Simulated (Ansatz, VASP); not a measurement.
## Si2W in VASP and in Ansatz

```
Si W
1.0
    -1.52119    1.52119    3.81017
     1.52119   -1.52119    3.81017
     1.52119    1.52119   -3.81017
Si W
2 1
Direct
  0.33450 0.33450 0.00000
  0.66550 0.66550 0.00000
  0.00000 0.00000 0.00000
```

Change from the starting cell: strain -0.050 along x and y, -0.025 along z, atoms carried along.

Alike in both runs: task single point; functional PBEsol; k mesh 20 × 20 × 20; occupations gaussian, width 0.15 eV; no spin polarisation.

|  | VASP | Ansatz |
| --- | --- | --- |
| version | VASP 6.6.1 | Ansatz 0.2.0 |
| potentials or method | VASP PAW PBE potentials, release 64 (Si, W_sv), cutoff 520 eV | scalar-relativistic, plane waves, PAW |
| valence electrons in the cell | 22 | 22 |

```csv
,VASP,Ansatz,Ansatz less VASP
gap on the k mesh at the Fermi level (eV),none,none,-
pressure (GPa),39.7,39.0,-0.65
"traceless stress, the component that is largest in VASP (GPa)",-6.37,-6.29,+0.076
rms of the force components (eV/Å),0.206,0.200,-0.0052
```

VASP's potentials were made for PBE, not for PBEsol. Atom by atom the forces differ by 0.005 eV/Å (rms over components). A gap of «none» marks a metal or a gap that the smearing closes. Both programs put the cell under a high pressure, so it lies far from rest at this level. The functional is the same, so the differences come from potentials, cutoffs and numerics.

Neither program's run includes spin-orbit coupling.
